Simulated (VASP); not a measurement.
Wanted: the native input for a VASP 6.6.1 run.

```
Task                   : single point
Functional             : PBEsol
Potentials or basis    : VASP PAW PBE potentials, release 64 (V_sv, O)
Cutoff                 : 520 eV
k mesh                 : 10 × 10 × 6
Occupations            : gaussian, width 0.02 eV
Spin                   : no spin polarisation
Dipole correction      : no
Further INCAR settings : ALGO = Normal; EDIFF = 1e-06; NBANDS = 37
```

The structure of V2O5 lies in POSCAR:

```
V2O5
1.0
    5.5132117864     -1.4274854652      0.1725619996
    5.5132117864      1.4274854652      0.1725619996
   -0.4820047270      0.0000000000      5.7219537179
V O
2 5
Direct
    0.1446002580      0.1446002580      0.3761079547
    0.8553997420      0.8553997420      0.6238920453
    0.0000000000      0.0000000000      0.5000000000
    0.6214765784      0.6214765784      0.1938604404
    0.3785234216      0.3785234216      0.8061395596
    0.3107868053      0.3107868053      0.3807193296
    0.6892131947      0.6892131947      0.6192806704
```

The input as run:

INCAR

```
SYSTEM = V2O5
PREC = Accurate ; ENCUT = 520
EDIFF = 1E-6 ; ISMEAR = 0
SIGMA = 0.02 ; LREAL = .FALSE.
LASPH = .TRUE. ; NELM = 80
ALGO = Normal ; ISIF = 2
LWAVE = .FALSE. ; LCHARG = .FALSE.
GGA = PS ; NBANDS = 37
KPAR = 2
```

KPOINTS

```
regular mesh
0
G
  10 10 6
  0 0 0
```

Potentials or basis: VASP PAW PBE potentials, release 64 (V_sv, O).

The run is started by

```sh
$ cat potpaw_PBE.64/V_sv/POTCAR potpaw_PBE.64/O/POTCAR > POTCAR
$ mpirun -np 2 vasp_std > vasp.out
```

Results of the run:

The pressure is 1.0 GPa and the largest force is 0.111 eV/Å. The band gap on the k mesh is 1.44 eV (least direct gap 1.55 eV).

Caveat: the PAW data sets were made with another functional, which shifts forces and pressure a little.

Wall time 3.6 min on 2 MPI ranks on Intel(R) Xeon(R) 6975P-C (Granite Rapids), with other jobs on the host, peak memory 0.58 GiB a rank.
